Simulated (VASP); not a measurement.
# Ag (Im-3m) in VASP: further runs

Ag is run at these levels: PBEsol; tasks: single point.

Program: VASP 6.6.1. These are calculated values, not measurements. Logs are shortened: lines on timing, memory, paths and dates and some standing lists are left out, and cuts for length are marked.

## Step 1: The cell of the first run

It takes space group Im-3m (No. 229, cubic). The conventional cell has a = 3.184 Å, b = 3.184 Å, c = 3.184 Å, α = 90.00°, β = 90.00°, γ = 90.00°. Ag (site symmetry m-3m) has 14 Ag at 2.76 to 3.18 Å within 3.6 Å.

## Step 2: Single point, PBEsol

File INCAR:

```
ALGO = Normal ; EDIFF = 1E-7
ENCUT = 520 ; GGA = PS
ISIF = 2 ; ISMEAR = -1
LASPH = True ; LCHARG = False
LREAL = False ; LWAVE = False
NBANDS = 12 ; NELM = 80
PREC = Accurate ; SIGMA = 0.05
```

File KPOINTS:

```
k-points
0
Gamma
  11 11 11
```

File POSCAR:

```
Ag
1.0
   -1.5921992280      1.5921992280      1.5921992280
    1.5921992280     -1.5921992280      1.5921992280
    1.5921992280      1.5921992280     -1.5921992280
Ag
1
Direct
    0.0000000000      0.0000000000      0.0000000000
```

Potentials or basis: VASP PAW PBE potentials, release 64 (Ag).

Launch:

```bash
cat potpaw_PBE.64/Ag/POTCAR > POTCAR
mpirun -np 1 vasp_std > vasp.out
```

OUTCAR:

```text
EDIFF = 1E-7
   ENCUT = 520
   GGA = PS
   ISIF = 2
   ISMEAR = -1
   LASPH = True
   LREAL = False
   NELM = 80
   PREC = Accurate

 ion  position               nearest neighbor table
   1  0.000  0.000  0.000-

  LATTYP: Found a body centered cubic cell.
 ALAT       =     3.1843984560

  Lattice vectors:

 A1 = (  -1.5921992280,   1.5921992280,   1.5921992280)
 A2 = (   1.5921992280,  -1.5921992280,   1.5921992280)
 A3 = (   1.5921992280,   1.5921992280,  -1.5921992280)

Analysis of symmetry for initial positions (statically):
=====================================================================
 Subroutine PRICEL returns:
 Original cell was already a primitive cell.

 Routine SETGRP: Setting up the symmetry group for a
 body centered cubic supercell.

 Subroutine GETGRP returns: Found 48 space group operations
[... 9 lines left out ...]

 Routine SETGRP: Setting up the symmetry group for a
 body centered cubic supercell.

 Subroutine GETGRP returns: Found 48 space group operations
[... 11 lines left out ...]
                                     Primitive cell

  volume of cell :      16.1455

  direct lattice vectors                    reciprocal lattice vectors
    -1.592199228  1.592199228  1.592199228     0.000000000  0.314031053  0.314031053
     1.592199228 -1.592199228  1.592199228     0.314031053  0.000000000  0.314031053
     1.592199228  1.592199228 -1.592199228     0.314031053  0.314031053  0.000000000

  length of vectors
     2.757769959  2.757769959  2.757769959     0.444106974  0.444106974  0.444106974

  position of ions in fractional coordinates (direct lattice)
     0.000000000  0.000000000  0.000000000

  ion indices of the primitive-cell ions
   primitive index   ion index
                 1           1

----------------------------------------------------------------------------------------

 KPOINTS: k-points

Automatic generation of k-mesh.
 Grid dimensions read from file:
 generate k-points for:   11   11   11

 Generating k-lattice:

  Cartesian coordinates                     Fractional coordinates (reciprocal lattice)
     0.000000000  0.028548278  0.028548278     0.090909091  0.000000000  0.000000000
     0.028548278  0.000000000  0.028548278     0.000000000  0.090909091  0.000000000
     0.028548278  0.028548278  0.000000000     0.000000000  0.000000000  0.090909091

  Length of vectors
     0.040373361  0.040373361  0.040373361

  Shift w.r.t. Gamma in fractional coordinates (k-lattice)
     0.000000000  0.000000000  0.000000000

 Subroutine IBZKPT returns following result:
 ===========================================

 Found     56 irreducible k-points:

 Following reciprocal coordinates:
            Coordinates               Weight
  0.000000  0.000000  0.000000      1.000000
  0.090909  0.000000  0.000000     12.000000
  0.181818  0.000000  0.000000     12.000000
  0.272727  0.000000  0.000000     12.000000
  0.363636  0.000000  0.000000     12.000000
  0.454545  0.000000  0.000000     12.000000
[... 16 lines left out ...]
  0.272727  0.181818  0.090909     48.000000
  0.363636  0.181818  0.090909     24.000000
 [... further k-points ...]
   k-points           NKPTS =     56   k-points in BZ     NKDIM =     56   number of bands    NBANDS=     12
   number of dos      NEDOS =    301   number of ions     NIONS =      1
   total plane-waves  NPLWV =  13824
   dimension x,y,z NGX =    24 NGY =   24 NGZ =   24
   dimension x,y,z NGXF=    48 NGYF=   48 NGZF=   48
   ions per type =               1
   NGX,Y,Z   is equivalent  to a cutoff of  14.47, 14.47, 14.47 a.u.
   NGXF,Y,Z  is equivalent  to a cutoff of  28.94, 28.94, 28.94 a.u.
 SYSTEM =  unknown system
   PREC   = accura    normal or accurate (medium, high low for compatibility)
   ISTART =      0    job   : 0-new  1-cont  2-samecut
   ICHARG =      2    charge: 1-file 2-atom 10-const
   ISPIN  =      1    spin polarized calculation?
   LNONCOLLINEAR =      F non collinear calculations
   LSORBIT =      F    spin-orbit coupling
   LASPH  =      T    aspherical Exc in radial PAW
   ENCUT  =  520.0 eV  38.22 Ry    6.18 a.u.   5.13  5.13  5.13*2*pi/ulx,y,z
   NELM   =     80;   NELMIN=  2; NELMDL= -5     # of ELM steps
   EDIFF  = 0.1E-06   stopping-criterion for ELM
   LREAL  =      F    real-space projection
   EDIFFG = 0.1E-05   stopping-criterion for IOM
   NSW    =      0    number of steps for IOM
   IBRION =     -1    ionic relax: 0-MD 1-quasi-New 2-CG
   NFREE  =      0    steps in history (QN), initial steepest desc. (CG)
   ISIF   =      2    stress and relaxation
   ISYM   =      2    0-nonsym 1-usesym 2-fastsym
   POTIM  = 0.5000    time-step for ionic-motion
   TEBEG  =    0.0;   TEEND  =   0.0 temperature during run
   PSTRESS=    0.0 pullay stress
   NELECT =      11.0000    total number of electrons
   NUPDOWN=      -1.0000    fix difference up-down
   EMIN   =  10.00;   EMAX   =-10.00  energy-range for DOS
   EFERMI =   0.00;   METHOD = LEGACY
   ISMEAR =    -1;   SIGMA  =   0.05  broadening in eV -4-tet -1-fermi 0-gaus
   EFERMI_NEDOS =   21; number of points for ismear=-14 and -15
   IALGO  =     38    algorithm
   IMIX   =      4    mixing-type and parameters
     AMIX     =   0.40;   BMIX     =  1.00
     AMIX_MAG =   1.60;   BMIX_MAG =  1.00
  volume/ion in A,a.u.               =      16.15       108.96
  Fermi-wavevector in a.u.,A,eV,Ry     =   1.440528  2.722203 28.233728  2.075120
  Thomas-Fermi vector in A             =   2.559262
   LORBIT       =      0    0 simple, 1 ext, 2 COOP (PROOUT), +10 PAW based schemes
   GGA     = PS    functional components
   LHFCALC =     F    Hartree Fock is set to
   AEXX    =    0.0000 exact exchange contribution
   IVDW    =     0    specifies the selected vdW correction
   LEPSILON=     F    determine dielectric tensor
   LRPA    =     F    only Hartree local field effects (RPA)
 non-spin polarized calculation
  energy-cutoff  :      520.00
  volume of cell :       16.15
 maximum number of plane-waves:       446
 NGX is ok and might be reduce to    24
   NGX = 11   NGY = 11   NGZ = 11

 number of electron      10.9999999 magnetization

 Free energy of the ion-electron system (eV)
  ---------------------------------------------------
  ext. energy  EPLUGINS =         0.00000000
  ---------------------------------------------------
  free energy    TOTEN  =        -3.27225790 eV

  energy without entropy =       -3.26757162  energy(sigma->0) =       -3.26991476

 E-fermi :   8.9916     XC(G=0): -12.7397

 val. band max:        8.9792731322   @ k =  -0.2727   0.4545   0.0909
 cond. band min:       9.0383123228   @ k =  -0.4545   0.4545   0.0909
 fundamental gap:      0.0590391906
 Fermi energy:         8.9915651714

 k-point     1 :       0.0000    0.0000    0.0000
  band No.  band energies     occupation
      1       0.7777      2.00000
      2       3.9150      2.00000
      3       3.9150      2.00000
      4       3.9150      2.00000
      5       5.3909      2.00000
      6       5.3909      2.00000
      7      27.1453      0.00000
      8      27.1453      0.00000
      9      27.1453      0.00000
     10      34.0475      0.00000
     11      34.0475      0.00000
     12      34.3716      0.00000

 k-point     2 :       0.0909    0.0000    0.0000
  band No.  band energies     occupation
      1       1.0605      2.00000
      2       3.8403      2.00000
      3       3.9252      2.00000
      4       4.0860      2.00000
      5       5.3119      2.00000
      6       5.3966      2.00000
      7      26.5243      0.00000
      8      27.0532      0.00000
      9      27.3791      0.00000
     10      31.8049      0.00000
     11      31.9944      0.00000
     12      32.7573      0.00000

 k-point     3 :       0.1818    0.0000    0.0000
  band No.  band energies     occupation
      1       1.8004      2.00000
      2       3.6452      2.00000
      3       3.9993      2.00000
      4       4.5682      2.00000
      5       5.1828      2.00000
      6       5.4165      2.00000
      7      24.1238      0.00000
      8      26.1625      0.00000
      9      27.9884      0.00000
     10      30.0412      0.00000
     11      30.5666      0.00000
     12      31.3230      0.00000

 k-point     4 :       0.2727    0.0000    0.0000
  band No.  band energies     occupation
      1       2.4140      2.00000
      2       3.4002      2.00000
      3       4.6307      2.00000
      4       5.1700      2.00000
      5       5.2609      2.00000
      6       5.4530      2.00000
      7      20.5548      0.00000
      8      24.6153      0.00000
      9      27.4086      0.00000
     10      28.7374      0.00000
     11      30.4123      0.00000
     12      32.7472      0.00000

 k-point     5 :       0.3636    0.0000    0.0000
  band No.  band energies     occupation
      1       2.4038      2.00000
      2       3.1845      2.00000
      3       5.2434      2.00000
      4       5.4976      2.00000
      5       5.9774      2.00000
      6       6.3386      2.00000
      7      16.9413      0.00000
      8      23.3139      0.00000
      9      25.3118      0.00000
     10      29.3643      0.00000
     11      30.7089      0.00000
     12      34.8946      0.00000

 k-point     6 :       0.4545    0.0000    0.0000
  band No.  band energies     occupation
      1       2.2720      2.00000
      2       3.0603      2.00000
      3       5.3193      2.00000
      4       5.5294      2.00000
      5       6.4513      2.00000
      6       8.3163      2.00000
      7      14.0490      0.00000
      8      22.6071      0.00000
      9      24.1265      0.00000
     10      29.7048      0.00000
     11      31.0458      0.00000
     12      34.1414      0.00000

 k-point     7 :       0.0909    0.0909    0.0000
  band No.  band energies     occupation
      1       1.5847      2.00000
      2       3.7664      2.00000
      3       3.8409      2.00000
      4       4.4663      2.00000
      5       5.1874      2.00000
      6       5.4304      2.00000
      7      25.3889      0.00000
      8      26.0638      0.00000
      9      27.7755      0.00000
     10      29.4748      0.00000
     11      31.1186      0.00000
     12      32.6509      0.00000

 k-point     8 :       0.1818    0.0909   -0.0000
  band No.  band energies     occupation
      1       2.3624      2.00000
      2       3.5610      2.00000
      3       3.9257      2.00000
      4       5.0946      2.00000
      5       5.1799      2.00000
      6       5.5174      2.00000
      7      22.5171      0.00000
      8      24.4145      0.00000
      9      27.1150      0.00000
     10      28.5027      0.00000
     11      31.7397      0.00000
     12      32.5078      0.00000
[... 166 lines left out ...]
 k-point    20 :       0.3636    0.0909    0.0909
  band No.  band energies     occupation
      1       2.6211      2.00000
      2       3.0739      2.00000
      3       5.3118      2.00000
      4       5.3870      2.00000
      5       5.5382      2.00000
      6       9.9072      0.00000
      7      14.2243      0.00000
      8      21.1823      0.00000
      9      21.3293      0.00000
     10      30.9355      0.00000
     11      34.0483      0.00000
     12      34.7610      0.00000

 k-point    21 :      -0.0909    0.0909    0.0909
  band No.  band energies     occupation
      1       1.3370      2.00000
      2       3.9445      2.00000
      3       3.9445      2.00000
      4       4.0836      2.00000
      5       5.1249      2.00000
      6       5.4974      2.00000
      7      26.0174      0.00000
      8      27.3962      0.00000
      9      27.3962      0.00000
     10      29.2509      0.00000
     11      32.1222      0.00000
     12      32.1222      0.00000

 k-point    22 :       0.1818    0.1818    0.0909
  band No.  band energies     occupation
      1       3.0728      2.00000
      2       3.3611      2.00000
      3       3.8908      2.00000
      4       5.3342      2.00000
      5       5.4975      2.00000
      6       8.0121      2.00000
      7      19.2040      0.00000
      8      19.7369      0.00000
      9      21.8708      0.00000
     10      30.8521      0.00000
     11      35.2869      0.00000
     12      36.0790      0.00000

 k-point    23 :       0.2727    0.1818    0.0909
  band No.  band energies     occupation
      1       2.9524      2.00000
      2       3.2657      2.00000
      3       4.4109      2.00000
      4       5.4042      2.00000
      5       5.5621      2.00000
      6      10.0706      0.00000
      7      16.0232      0.00000
      8      18.5902      0.00000
      9      21.0894      0.00000
     10      31.7621      0.00000
     11      34.8524      0.00000
     12      36.5154      0.00000

 k-point    24 :       0.3636    0.1818    0.0909
  band No.  band energies     occupation
      1       2.8954      2.00000
      2       3.2213      2.00000
      3       4.6386      2.00000
      4       5.4479      2.00000
      5       5.5813      2.00000
      6      11.8711      0.00000
      7      13.7833      0.00000
      8      18.2277      0.00000
      9      20.8182      0.00000
     10      32.0898      0.00000
     11      34.5962      0.00000
     12      36.5764      0.00000

 [... further k-points ...]
[... 5 lines left out ...]
  --------------------------------------------------------------------------------------
  -------------------------------------------------------------------------------------
  Total        0.4788135      0.4788135      0.4788135     -0.0000000      0.0000000     -0.0000000
  in kB       47.5143458     47.5143458     47.5143458     -0.0000000      0.0000000     -0.0000000
  external PRESSURE =      47.5143458 kB  Pullay stress =       0.0000000 kB

 VOLUME and BASIS-vectors are now :
 -----------------------------------------------------------------------------
  energy-cutoff  :      520.00
  volume of cell :       16.15
      direct lattice vectors                 reciprocal lattice vectors
    -1.592199228  1.592199228  1.592199228     0.000000000  0.314031053  0.314031053
     1.592199228 -1.592199228  1.592199228     0.314031053  0.000000000  0.314031053
     1.592199228  1.592199228 -1.592199228     0.314031053  0.314031053  0.000000000

 POSITION                                       TOTAL-FORCE (eV/Angst)
 -----------------------------------------------------------------------------------
      0.00000      0.00000      0.00000         0.000000     -0.000000     -0.000000
 -----------------------------------------------------------------------------------
    total drift:                               -0.000000      0.000000      0.000000

  FREE ENERGIE OF THE ION-ELECTRON SYSTEM (eV)
  ---------------------------------------------------
  free  energy   TOTEN  =        -3.2722578985 eV

  energy  without entropy=       -3.2675716171  energy(sigma->0) =       -3.26991476
```

Run time: 8.6 s. Hardware: 1 thread of AMD EPYC 9R45 (Zen 5), shared host; peak memory 0.11 GiB.

What came out:

| Item | Value |
| --- | --- |
| Free energy | -3.2723 eV |
| Pressure | 4.8 GPa |

Caveat: the PAW data sets were made with another functional, which shifts forces and pressure a little.

## Step 3: Single point, PBEsol

This run uses another cell than the first one, of 15.64 Å³/atom, 0.968 times its volume.

File INCAR:

```
SYSTEM = Ag
PREC     = Accurate       ! precision mode
ENCUT    = 520            ! plane-wave cutoff, eV
EDIFF    = 1E-7           ! SCF threshold, eV
ISMEAR   = -1             ! smearing method
SIGMA    = 0.05           ! smearing width, eV
LREAL    = .False.        ! projectors in reciprocal space
LASPH    = .True.         ! aspherical terms in the spheres
NELM     = 60             ! most SCF steps
ALGO     = Normal         ! electronic algorithm
ISIF     = 2              ! what is computed and relaxed
LWAVE    = .False.        ! write WAVECAR
LCHARG   = .False.        ! write CHGCAR
GGA      = PS             ! functional
NBANDS   = 12             ! bands
```

File KPOINTS:

```
regular mesh
0
Gamma
  11 11 11
  0 0 0
```

File POSCAR:

```
Ag
1.0
   -1.5752579061      1.5752579061      1.5752579061
    1.5752579061     -1.5752579061      1.5752579061
    1.5752579061      1.5752579061     -1.5752579061
Ag
1
Direct
    0.0000000000      0.0000000000      0.0000000000
```

Potentials or basis: VASP PAW PBE potentials, release 64 (Ag).

Launch:

```bash
cat potpaw_PBE.64/Ag/POTCAR > POTCAR
mpirun -np 1 vasp_std > vasp.out
```

Wall time 6 s (1 thread of AMD EPYC 9R45 (Zen 5), shared host); peak memory 0.1 GiB.

It converged, with:

```
Free energy : -3.2492 eV
Pressure    : 9.7 GPa
```

Levels at points of the mesh, in eV from the Fermi level:
```tsv
k point	band 3	band 4	band 5	band 6	band 7	band 8
(0.00, 0.00, 0.00)	-5.22	-5.22	-3.66	-3.66	18.25	18.25
```

Caveat: the PAW data sets were made with another functional, which shifts forces and pressure a little.

## Step 4: Single point, PBEsol

This run uses another cell than the first one, of 16.79 Å³/atom, 1.040 times its volume.

File INCAR:

```
  PREC = Accurate
  ENCUT = 520
  EDIFF = 1E-7
  ISMEAR = -1
  SIGMA = 0.05
  LREAL = F
  LASPH = T
  NELM = 60
  ALGO = Normal
  ISIF = 2
  LWAVE = F
  LCHARG = F
  GGA = PS
  NBANDS = 12
```

File KPOINTS:

```
Automatic mesh
0
Gamma
  11 11 11
```

File POSCAR:

```
Ag
1.0
   -1.6129737080      1.6129737080      1.6129737080
    1.6129737080     -1.6129737080      1.6129737080
    1.6129737080      1.6129737080     -1.6129737080
Ag
1
Direct
    0.0000000000      0.0000000000      0.0000000000
```

Launch:

```bash
cat potpaw_PBE.64/Ag/POTCAR > POTCAR
mpirun -np 1 vasp_std > vasp.out
```

It took 8.5 s on 1 thread of AMD EPYC 9R45 (Zen 5), shared host; peak memory 0.11 GiB.

It converged, with:

```yaml
Free_energy: -3.2814 eV
Pressure: -0.2 GPa
```

Levels at points of the mesh, in eV from the Fermi level:
| k point | band 3 | band 4 | band 5 | band 6 | band 7 | band 8 | band 9 | band 10 |
| --- | --- | --- | --- | --- | --- | --- | --- | --- |
| (0.00, 0.00, 0.00) | -4.92 | -4.92 | -3.53 | -3.53 | 18.03 | 18.03 | 18.03 | 24.57 |

Caveat: the PAW data sets were made with another functional, which shifts forces and pressure a little.

## Step 5: Overview

```tsv
cell	gap on the mesh (eV)	pressure (GPa)
a = 2.758 Å, angles 109.5°, 1 atom	none	4.8
a = 2.728 Å, angles 109.5°, 1 atom	none	9.7
a = 2.794 Å, angles 109.5°, 1 atom	none	-0.2
```

Alike in all rows: task single point; level PBEsol; potentials or basis VASP PAW PBE potentials, release 64 (Ag); no spin polarisation; k mesh 11 × 11 × 11; cutoff (eV) 520; smearing fermi-dirac 0.05 eV.

Caveats: the PAW data sets were made with another functional, which shifts forces and pressure a little.

Absolute energies hang on the potentials; compare differences alone.
